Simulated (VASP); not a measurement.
A run of VASP 6.6.1 is set up as follows.

The input INCAR:

```
  ALGO = Normal
  EDIFF = 1E-6
  ENCUT = 500
  GGA = PE
  GGA_COMPAT = F
  ISIF = 2
  ISMEAR = 0
  LASPH = T
  LCHARG = F
  LREAL = F
  LWAVE = F
  NBANDS = 16
  NELM = 120
  PREC = Accurate
  SIGMA = 0.01
```

The input KPOINTS:

```
k-points
0
Gamma
  4 4 4
```

File POSCAR:

```
CdS
1.0
    0.0000000000      2.8377798048      2.8377798048
    2.8377798048      0.0000000000      2.8377798048
    2.8377798048      2.8377798048      0.0000000000
Cd S
1 1
Direct
    0.0000000000      0.0000000000      0.0000000000
    0.2500000000      0.2500000000      0.2500000000
```

Potentials or basis: VASP PAW PBE potentials, release 64 (Cd, S).

The run is started by

```console
$ cat potpaw_PBE.64/Cd/POTCAR potpaw_PBE.64/S/POTCAR > POTCAR
$ mpirun -np 1 vasp_std > vasp.out
```

What does it give for the band gap on the k mesh?

1.31 eV, direct.

Predict the pressure.

10.1 GPa.

Caveat: the k points lie up to 0.48 Å⁻¹ apart.
